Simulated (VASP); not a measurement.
# Ge7Se8 (a cell with a defect) in VASP: single point with PBE+D3(BJ)

Aim: the single point of Ge7Se8 (a cell with a defect) with PBE+D3(BJ).

Everything below comes from runs of VASP 6.6.1. Logs are shortened: lines on timing, memory, paths and dates and some standing lists are left out, and cuts for length are marked.

**1. The cell of the first run**

The cell holds a defect, 15 atoms: a = 5.886 Å, b = 5.886 Å, c = 10.962 Å, α = 90.00°, β = 90.00°, γ = 97.61°.

**2. Single point, PBE+D3(BJ) (atoms taken out, then relaxed in part)**

Contents of INCAR:

```
ALGO = Normal
EDIFF = 1E-6
ENCUT = 410
GGA = PE
GGA_COMPAT = F
ISIF = 2
ISMEAR = 0
IVDW = 12
LASPH = T
LCHARG = T
LELF = T
LREAL = F
LVHAR = T
LWAVE = F
NBANDS = 86
NELECT = 148.0
NELM = 120
PREC = Accurate
SIGMA = 0.05
```

Contents of KPOINTS:

```
k-points
0
Gamma
  4 4 2
```

Contents of POSCAR:

```
Ge7Se8
1.0
    0.0000000000     -3.8767405791     -4.4288126076
    0.0000000000     -3.8767405791      4.4288126076
  -10.9623945470      0.0000000000      0.0000000000
Ge Se
7 8
Direct
    0.3299632035      0.9719238331      0.6256276189
    0.3107646033      0.4403753779      0.8727165571
    0.8332619545      0.9509359460      0.8707950571
    0.6892353967      0.5596246221      0.1272834429
    0.1667380455      0.0490640540      0.1292049429
    0.0000000000      0.5000000000      0.5000000000
    0.6700367965      0.0280761669      0.3743723811
    0.8816595290      0.3789908283      0.8423908121
    0.3807036064      0.8947635012      0.8556500821
    0.3985407897      0.4051303097      0.6426118130
    0.8930307893      0.8969865563      0.6404329764
    0.6014592103      0.5948696903      0.3573881870
    0.1069692107      0.1030134437      0.3595670236
    0.1183404710      0.6210091717      0.1576091879
    0.6192963936      0.1052364988      0.1443499179
```

Potentials or basis: VASP PAW PBE potentials, release 64 (Ge_d, Se).

The run is started by

```bash
$ cat potpaw_PBE.64/Ge_d/POTCAR potpaw_PBE.64/Se/POTCAR > POTCAR
$ mpirun -np 1 vasp_std > vasp.out
```

OUTCAR:

```text
EDIFF = 1E-6
   ENCUT = 410
   GGA = PE
   ISIF = 2
   ISMEAR = 0
   IVDW = 12
   LASPH = T
   LREAL = F
   NELECT = 148.0
   NELM = 120
   PREC = Accurate
 IVDW          = 12

 ion  position               nearest neighbor table
   1  0.330  0.972  0.626-  10 2.54  11 2.56   9 2.59
   2  0.311  0.440  0.873-   8 2.53  10 2.59   9 2.66
   3  0.833  0.951  0.871-   8 2.52  11 2.58   9 2.65
   4  0.689  0.560  0.127-  14 2.53  12 2.59  15 2.66
   5  0.167  0.049  0.129-  14 2.52  13 2.58  15 2.65
   6  0.000  0.500  0.500-
   7  0.670  0.028  0.374-  12 2.54  13 2.56  15 2.59
   8  0.882  0.379  0.842-   3 2.52   2 2.53
   9  0.381  0.895  0.856-   1 2.59   3 2.65   2 2.66
  10  0.399  0.405  0.643-   1 2.54   2 2.59
  11  0.893  0.897  0.640-   1 2.56   3 2.58
  12  0.601  0.595  0.357-   7 2.54   4 2.59
  13  0.107  0.103  0.360-   7 2.56   5 2.58
  14  0.118  0.621  0.158-   5 2.52   4 2.53
  15  0.619  0.105  0.144-   7 2.59   5 2.65   4 2.66

  LATTYP: Found a base centered orthorhombic cell.
 ALAT       =     7.7534811582
 B/A-ratio  =     1.1424062346
 C/A-ratio  =     1.4138674388

  Lattice vectors:

 A1 = (   0.0000000000,  -3.8767405791,  -4.4288126076)
 A2 = (   0.0000000000,  -3.8767405791,   4.4288126076)
 A3 = ( -10.9623945470,   0.0000000000,   0.0000000000)

Analysis of symmetry for initial positions (statically):
=====================================================================
 Subroutine PRICEL returns:
 Original cell was already a primitive cell.

 Routine SETGRP: Setting up the symmetry group for a
 base centered orthorhombic supercell.

 Subroutine GETGRP returns: Found  2 space group operations
 (whereof  2 operations were pure point group operations)
 out of a pool of  8 trial point group operations.

The static configuration has the point symmetry S_2 .

Analysis of symmetry for dynamics (positions and initial velocities):
=====================================================================
 Subroutine PRICEL returns:
 Original cell was already a primitive cell.

 Routine SETGRP: Setting up the symmetry group for a
 base centered orthorhombic supercell.

 Subroutine GETGRP returns: Found  2 space group operations
 (whereof  2 operations were pure point group operations)
 out of a pool of  8 trial point group operations.

The dynamic configuration has the point symmetry S_2 .

 Subroutine INISYM returns: Found  2 space group operations
 (whereof  2 operations are pure point group operations),
 and found     1 'primitive' translations

----------------------------------------------------------------------------------------

                                     Primitive cell

  volume of cell :     376.4345

  direct lattice vectors                    reciprocal lattice vectors
     0.000000000 -3.876740579 -4.428812608     0.000000000 -0.128974325 -0.112897077
     0.000000000 -3.876740579  4.428812608     0.000000000 -0.128974325  0.112897077
   -10.962394547  0.000000000  0.000000000    -0.091220946  0.000000000  0.000000000

  length of vectors
     5.885872801  5.885872801 10.962394547     0.171406320  0.171406320  0.091220946

  position of ions in fractional coordinates (direct lattice)
     0.329963204  0.971923833  0.625627619
     0.310764603  0.440375378  0.872716557
     0.833261955  0.950935946  0.870795057
     0.689235397  0.559624622  0.127283443
     0.166738045  0.049064054  0.129204943
     0.000000000  0.500000000  0.500000000
     0.670036796  0.028076167  0.374372381
     0.881659529  0.378990828  0.842390812
     0.380703606  0.894763501  0.855650082
     0.398540790  0.405130310  0.642611813
     0.893030789  0.896986556  0.640432976
     0.601459210  0.594869690  0.357388187
     0.106969211  0.103013444  0.359567024
     0.118340471  0.621009172  0.157609188
     0.619296394  0.105236499  0.144349918

  ion indices of the primitive-cell ions
   primitive index   ion index
                 1           1
                 2           2
                 3           3
                 4           4
                 5           5
                 6           6
                 7           7
                 8           8
                 9           9
                10          10
                11          11
                12          12
                13          13
                14          14
                15          15

----------------------------------------------------------------------------------------

 KPOINTS: k-points

Automatic generation of k-mesh.
 Grid dimensions read from file:
 generate k-points for:    4    4    2

 Generating k-lattice:

  Cartesian coordinates                     Fractional coordinates (reciprocal lattice)
     0.000000000 -0.032243581 -0.028224269     0.250000000  0.000000000  0.000000000
     0.000000000 -0.032243581  0.028224269     0.000000000  0.250000000  0.000000000
    -0.045610473  0.000000000  0.000000000     0.000000000  0.000000000  0.500000000

  Length of vectors
     0.042851580  0.042851580  0.045610473

  Shift w.r.t. Gamma in fractional coordinates (k-lattice)
     0.000000000  0.000000000  0.000000000

 Subroutine IBZKPT returns following result:
 ===========================================

 Found     20 irreducible k-points:

 Following reciprocal coordinates:
            Coordinates               Weight
  0.000000  0.000000  0.000000      1.000000
  0.250000  0.000000  0.000000      2.000000
  0.000000  0.250000  0.000000      2.000000
  0.500000  0.000000  0.000000      1.000000
  0.000000  0.500000  0.000000      1.000000
  0.250000  0.250000  0.000000      2.000000
[... 12 lines left out ...]
 -0.250000  0.250000  0.500000      2.000000
  0.500000  0.500000  0.500000      1.000000
   k-points           NKPTS =     20   k-points in BZ     NKDIM =     20   number of bands    NBANDS=     86
   number of dos      NEDOS =    301   number of ions     NIONS =     15
   total plane-waves  NPLWV = 115200
   dimension x,y,z NGX =    40 NGY =   40 NGZ =   72
   dimension x,y,z NGXF=    80 NGYF=   80 NGZF=  144
   ions per type =               7   8
   NGX,Y,Z   is equivalent  to a cutoff of  11.30, 11.30, 10.92 a.u.
   NGXF,Y,Z  is equivalent  to a cutoff of  22.60, 22.60, 21.84 a.u.
 SYSTEM =  unknown system
   PREC   = accura    normal or accurate (medium, high low for compatibility)
   ISTART =      0    job   : 0-new  1-cont  2-samecut
   ICHARG =      2    charge: 1-file 2-atom 10-const
   ISPIN  =      1    spin polarized calculation?
   LNONCOLLINEAR =      F non collinear calculations
   LSORBIT =      F    spin-orbit coupling
   LASPH  =      T    aspherical Exc in radial PAW
   ENCUT  =  410.0 eV  30.13 Ry    5.49 a.u.   9.72  9.72 18.10*2*pi/ulx,y,z
   NELM   =    120;   NELMIN=  2; NELMDL= -5     # of ELM steps
   EDIFF  = 0.1E-05   stopping-criterion for ELM
   LREAL  =      F    real-space projection
   EDIFFG = 0.1E-04   stopping-criterion for IOM
   NSW    =      0    number of steps for IOM
   IBRION =     -1    ionic relax: 0-MD 1-quasi-New 2-CG
   NFREE  =      0    steps in history (QN), initial steepest desc. (CG)
   ISIF   =      2    stress and relaxation
   ISYM   =      2    0-nonsym 1-usesym 2-fastsym
   POTIM  = 0.5000    time-step for ionic-motion
   TEBEG  =    0.0;   TEEND  =   0.0 temperature during run
   PSTRESS=    0.0 pullay stress
   NELECT =     148.0000    total number of electrons
   NUPDOWN=      -1.0000    fix difference up-down
   EMIN   =  10.00;   EMAX   =-10.00  energy-range for DOS
   EFERMI =   0.00;   METHOD = LEGACY
   ISMEAR =     0;   SIGMA  =   0.05  broadening in eV -4-tet -1-fermi 0-gaus
   EFERMI_NEDOS =   21; number of points for ismear=-14 and -15
   IALGO  =     38    algorithm
   IMIX   =      4    mixing-type and parameters
     AMIX     =   0.40;   BMIX     =  1.00
     AMIX_MAG =   1.60;   BMIX_MAG =  1.00
  volume/ion in A,a.u.               =      25.10       169.35
  Fermi-wavevector in a.u.,A,eV,Ry     =   1.199312  2.266371 19.569936  1.438350
  Thomas-Fermi vector in A             =   2.335178
   LORBIT       =      0    0 simple, 1 ext, 2 COOP (PROOUT), +10 PAW based schemes
   GGA     = PE    functional components
   LHFCALC =     F    Hartree Fock is set to
   AEXX    =    0.0000 exact exchange contribution
   IVDW    =    12    specifies the selected vdW correction
   LEPSILON=     F    determine dielectric tensor
   LRPA    =     F    only Hartree local field effects (RPA)
 non-spin polarized calculation
 Gauss-broadening in eV      SIGMA  =   0.05
  energy-cutoff  :      410.00
  volume of cell :      376.43
 maximum number of plane-waves:      7131
 NGX is ok and might be reduce to    40
   NGX = 19   NGY = 19   NGZ = 37

 number of electron     147.9999991 magnetization

 Free energy of the ion-electron system (eV)
  ---------------------------------------------------
  ext. energy  EPLUGINS =         0.00000000
  ---------------------------------------------------
  free energy    TOTEN  =       -54.02333569 eV

  energy without entropy =      -54.02333569  energy(sigma->0) =      -54.02333569

 E-fermi :   3.7220     XC(G=0):  -9.6014

 val. band max:        3.5310057176   @ k =   0.2500   0.0000   0.0000
 cond. band min:       3.9065108763   @ k =   0.5000   0.5000   0.5000
 fundamental gap:      0.3755051587
 Fermi energy:         3.7219740488

 k-point     1 :       0.0000    0.0000    0.0000
  band No.  band energies     occupation
      1     -21.8991      2.00000
      2     -21.8794      2.00000
      3     -21.8719      2.00000
      4     -21.8061      2.00000
      5     -21.8058      2.00000
      6     -21.0605      2.00000
[... 1769 lines left out ...]
     85       5.8735      0.00000
     86       6.1502      0.00000

------------------------ aborting loop because EDIFF is reached ----------------------------------------

 Edisp (eV)   -5.11838

 E8    (eV) :    -2.1939

  FORCE on cell =-STRESS in cart. coord.  units (eV):
  Direction    XX          YY          ZZ          XY          YZ          ZX
  --------------------------------------------------------------------------------------
  -------------------------------------------------------------------------------------
  Total      14.28324    14.05538    12.25938     1.43439     0.43505     0.81812
  in kB      60.79220    59.82240    52.17827     6.10502     1.85167     3.48208
  external pressure =       57.60 kB  Pullay stress =        0.00 kB

 VOLUME and BASIS-vectors are now :
 -----------------------------------------------------------------------------
  energy-cutoff  :      410.00
  volume of cell :      376.43
      direct lattice vectors                 reciprocal lattice vectors
     0.000000000 -3.876740579 -4.428812608     0.000000000 -0.128974325 -0.112897077
     0.000000000 -3.876740579  4.428812608     0.000000000 -0.128974325  0.112897077
   -10.962394547  0.000000000  0.000000000    -0.091220946  0.000000000  0.000000000

 POSITION                                       TOTAL-FORCE (eV/Angst)
 -----------------------------------------------------------------------------------
     -6.85838     -5.04708      2.84312         0.014664      0.001909     -0.017602
     -9.56706     -2.91197      0.57402        -0.018335     -0.004354     -0.018676
     -9.54600     -6.91687      0.52116        -0.016614      0.004393     -0.018290
     -1.39533     -4.84151     -0.57402         0.018335      0.004354      0.018676
     -1.41640     -0.83661     -0.52116         0.016614     -0.004393      0.018290
     -5.48120     -1.93837      2.21441         0.000000     -0.000000     -0.000000
     -4.10402     -2.70640     -2.84312        -0.014664     -0.001909      0.017602
     -9.23462     -4.88721     -2.22623         0.004204      0.001436      0.022066
     -9.37997     -4.94466      2.27667        -0.009885      0.000204      0.011165
     -7.04456     -3.11562      0.02918         0.014249     -0.012017      0.006441
     -7.02068     -6.93943      0.01752         0.013730      0.011269      0.008503
     -3.91783     -4.63786     -0.02918        -0.014249      0.012017     -0.006441
     -3.94172     -0.81405     -0.01752        -0.013730     -0.011269     -0.008503
     -1.72777     -2.86627      2.22623        -0.004204     -0.001436     -0.022066
     -1.58242     -2.80883     -2.27667         0.009885     -0.000204     -0.011165
 -----------------------------------------------------------------------------------
    total drift:                               -0.000000      0.000000     -0.000000

  FREE ENERGIE OF THE ION-ELECTRON SYSTEM (eV)
  ---------------------------------------------------
  free  energy   TOTEN  =       -59.1417145605 eV

  energy  without entropy=      -59.1417145582  energy(sigma->0) =      -59.14171456
```

Wall time 4 min (1 thread of AMD EPYC 9R45 (Zen 5), shared host); peak memory 0.49 GiB.

What came out:

```
Free energy                : -59.1417 eV
Largest force              : 0.027 eV/Å
Dispersion energy per atom : -0.341 eV
```

Forces on the atoms (eV/Å):
```
Ge   0.015  0.002 -0.018
Ge  -0.018 -0.004 -0.019
Ge  -0.017  0.004 -0.018
Ge   0.018  0.004  0.019
Ge   0.017 -0.004  0.018
Ge   0.000  0.000  0.000
Ge  -0.015 -0.002  0.018
Se   0.004  0.001  0.022
Se  -0.010  0.000  0.011
Se   0.014 -0.012  0.006
Se   0.014  0.011  0.009
Se  -0.014  0.012 -0.006
Se  -0.014 -0.011 -0.009
Se  -0.004 -0.001 -0.022
Se   0.010  0.000 -0.011
```

Levels at points of the mesh, in eV from the Fermi level:
```
           k point  band 72  band 73  band 74  band 75  band 76  band 77
(0.00, 0.00, 0.00)    -1.02    -0.66    -0.56     0.39     1.24     2.24
(0.50, 0.00, 0.00)    -0.96    -0.70    -0.46     0.50     1.10     1.50
(0.00, 0.50, 0.00)    -0.92    -0.71    -0.61     0.31     0.96     1.76
(0.50, 0.50, 0.00)    -0.81    -0.56    -0.21     0.32     0.71     1.08
(0.00, 0.00, 0.50)    -0.98    -0.79    -0.30     0.21     1.76     2.19
(0.50, 0.00, 0.50)    -0.72    -0.66    -0.64     0.50     1.56     1.70
(0.00, 0.50, 0.50)    -0.67    -0.65    -0.41     0.33     1.56     1.69
(0.50, 0.50, 0.50)    -0.41    -0.39    -0.37     0.18     1.01     1.25
```

Caveat: the cell carries a net charge on a neutralising background, which shifts energy and pressure; the cell differs from its parent crystal (atoms taken out, then relaxed in part); the cell is charged against a uniform background, so pressure and absolute levels hang on convention.
